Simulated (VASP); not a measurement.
The system is SnTe.

```xyz
2
Lattice="0.0000 3.6111 3.6111 3.6111 0.0000 3.6111 3.6111 3.6111 0.0000" Properties=species:S:1:pos:R:3 pbc="T T T"
Sn    0.0000    0.0000    0.0000
Te    1.8056    1.8056    1.8056
```

Base run:

```yaml
Program: VASP 6.6.1
Functional: BLYP
Potentials_or_basis: VASP PAW PBE potentials, release 64 (Sn_d, Te)
Cutoff: 500 eV
k_mesh: 6 × 6 × 6
Occupations: gaussian, width 0.01 eV
Spin: no spin polarisation
```

Its results: band gap on the k mesh 0.32 eV (least direct gap 0.81 eV); pressure 1.6 GPa.

Question: The run is repeated on the same cell with these changes: functional from BLYP to LDA; potentials or basis from VASP PAW PBE potentials, release 64 (Sn_d, Te) to VASP PAW LDA potentials, release 64 (Sn_d, Te). What comes out?

Answer: Band gap on the k mesh 0.19 eV (least direct gap 0.72 eV); pressure -2.1 GPa.

Caveats: spin-orbit coupling is left out, which moves the levels of the heavy elements; the PAW data sets were made with another functional, which shifts forces and pressure a little (at least some runs).

A k mesh can miss the band edges.
